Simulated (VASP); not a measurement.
Here is a VASP 6.6.1 calculation.

Contents of INCAR:

```
SYSTEM = BeAl2
PREC = Accurate ; ENCUT = 520
EDIFF = 1E-7 ; ISMEAR = 0
SIGMA = 0.1 ; LREAL = .FALSE.
LASPH = .TRUE. ; NELM = 60
ALGO = Fast ; ISIF = 2
LWAVE = .FALSE. ; LCHARG = .FALSE.
GGA = PE ; NBANDS = 17
```

KPOINTS

```
regular mesh
0
G
  4 4 4
  0 0 0
```

Contents of POSCAR:

```
BeAl2
1.0
    0.0000000000      3.6358598122      3.6358598122
    3.6358598122      0.0000000000      3.6358598122
    3.6358598122      3.6358598122      0.0000000000
Be Al
2 4
Direct
    0.0000000000      0.0000000000      0.0000000000
    0.2500000000      0.2500000000      0.2500000000
    0.6250000000      0.6250000000      0.6250000000
    0.1250000000      0.6250000000      0.6250000000
    0.6250000000      0.6250000000      0.1250000000
    0.6250000000      0.1250000000      0.6250000000
```

Potentials or basis: VASP PAW PBE potentials, release 64 (Be, Al).

Run with:

```console
$ cat potpaw_PBE.64/Be/POTCAR potpaw_PBE.64/Al/POTCAR > POTCAR
$ mpirun -np 1 vasp_std > vasp.out
```

(1) Estimate the pressure.

(2) Estimate the band gap on the k mesh.

Results:

(1) 0.0 GPa.

(2) zero (band 8 reaches 8.23 eV, above the bottom of band 9 at 4.37 eV).

Caveat: the k points lie up to 0.37 Å⁻¹ apart.
